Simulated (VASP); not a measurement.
Runs of VASP 6.6.1 on LiF. The structure is that of space group I4/mmm (No. 139), or close to it. The cells are those of the table. 

| cell | gap on the mesh (eV) |
| --- | --- |
| a = 2.960, b = 2.960, c = 2.680 Å, angles 63.1, 63.1, 53.8°, 2 atoms | (b) |
| a = 2.775, b = 2.775, c = 3.094 Å, angles 56.1, 56.1, 67.8°, 2 atoms | 8.39 |
| a = 2.769, b = 2.769, c = 3.197 Å, angles 54.7, 54.7, 70.5°, 2 atoms | 8.16 |
| a = 2.814, b = 2.814, c = 2.928 Å, angles 58.6, 58.6, 62.7°, 2 atoms | (a) |
| a = 3.108, b = 3.108, c = 2.538 Å, angles 65.9, 65.9, 48.2°, 2 atoms | 8.04 |

Alike in all rows: task single point; level LDA; potentials or basis VASP PAW LDA potentials, release 64 (Li_sv, F); no spin polarisation; k mesh 12 × 12 × 12; cutoff (eV) 520; smearing gaussian 0.05 eV.

**Question.** Estimate the missing entries.

**Answer.** (a) 8.73; (b) 8.61.

A k mesh can miss the band edges.
